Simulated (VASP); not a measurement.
**N (a cell with a defect): single point with PBE+D3(BJ)**

The system is N (a cell with a defect).

```
CELL_PARAMETERS angstrom
-5.63607 5.63607 0.00000
0.00000 5.63607 -5.63607
-5.63607 0.00000 -5.63607
ATOMIC_POSITIONS crystal
N 0.03263 0.02836 0.91529
N 0.00320 0.93487 0.54360
N 0.51970 0.41265 0.02655
N 0.96655 0.51359 0.51445
N 0.41340 0.03630 0.01837
N 0.52060 0.02261 0.52783
N 0.03435 0.53269 0.02247
N 0.97303 0.97551 0.08453
N 0.48347 0.47796 0.56343
N 0.49222 0.57925 0.95563
N 0.96387 0.10248 0.46628
N 0.58018 0.95954 0.98816
N 0.41581 0.51896 0.45102
N 0.95560 0.47544 0.99177
N 0.48681 0.94858 0.46824
```

```
Program                : VASP 6.6.1
Task                   : single point
Functional             : PBE
Dispersion             : D3(BJ)
Potentials or basis    : VASP PAW PBE potentials, release 64 (N)
Cutoff                 : 520 eV
k mesh                 : 4 × 4 × 4
Occupations            : gaussian, width 0.05 eV
Spin                   : no spin polarisation
Dipole correction      : no
Further INCAR settings : LREAL = Auto; ALGO = Normal; EDIFF = 1e-06; NBANDS = 50
```

- Pressure: 1.7 GPa
- Largest force: 1.760 eV/Å
- Band gap on the k mesh: zero (an odd number of electrons rules out a gap without spin polarisation)
- Dispersion energy per atom: -0.052 eV

Forces on the atoms (eV/Å):
```
N    0.978  1.003  1.037
N   -1.042 -1.145  0.805
N   -0.886 -1.254  0.862
N   -0.001  0.000  0.003
N    1.228 -0.808 -0.960
N   -0.835  0.968 -1.197
N   -0.978  1.219 -0.785
N   -0.978 -1.004 -1.038
N   -1.586  0.226 -0.632
N    0.886  1.251 -0.857
N    1.041  1.143 -0.808
N   -1.225  0.804  0.959
N    1.579 -0.218  0.628
N    0.980 -1.217  0.784
N    0.839 -0.969  1.198
```

Stress tensor (GPa, compression positive):
```
 2.13 -0.02  0.29
-0.02  1.68 -0.70
 0.29 -0.70  1.39
```

Levels at points of the mesh, in eV from the Fermi level:
```
           k point  band 34  band 35  band 36  band 37  band 38  band 39  band 40  band 41
(0.00, 0.00, 0.00)    -3.20    -3.10    -3.06     0.00     0.01     0.01     4.27     4.34
(0.50, 0.00, 0.00)    -3.15    -3.13    -3.13    -0.01     0.00     0.00     4.46     4.50
(0.00, 0.50, 0.00)    -3.17    -3.14    -3.10     0.00     0.00     0.01     4.47     4.65
(0.00, 0.00, 0.50)    -3.15    -3.15    -3.11    -0.01     0.00     0.01     4.47     4.57
(0.50, 0.50, 0.50)    -3.16    -3.13    -3.10     0.00     0.00     0.01     4.55     4.66
(0.50, 0.50, 0.00)    -3.21    -3.12    -3.05    -0.01     0.00     0.00     4.55     4.62
(0.00, 0.50, 0.50)    -3.22    -3.14    -3.05    -0.01     0.00     0.00     4.53     4.68
(0.50, 0.00, 0.50)    -3.20    -3.14    -3.07    -0.01     0.00     0.01     4.58     4.62
```

Wall time 49 min on 1 thread of Intel Xeon 8259CL, on a shared host, peak memory 0.72 GiB.

Caveat: the standard files for N, O and F lose accuracy on very short bonds.
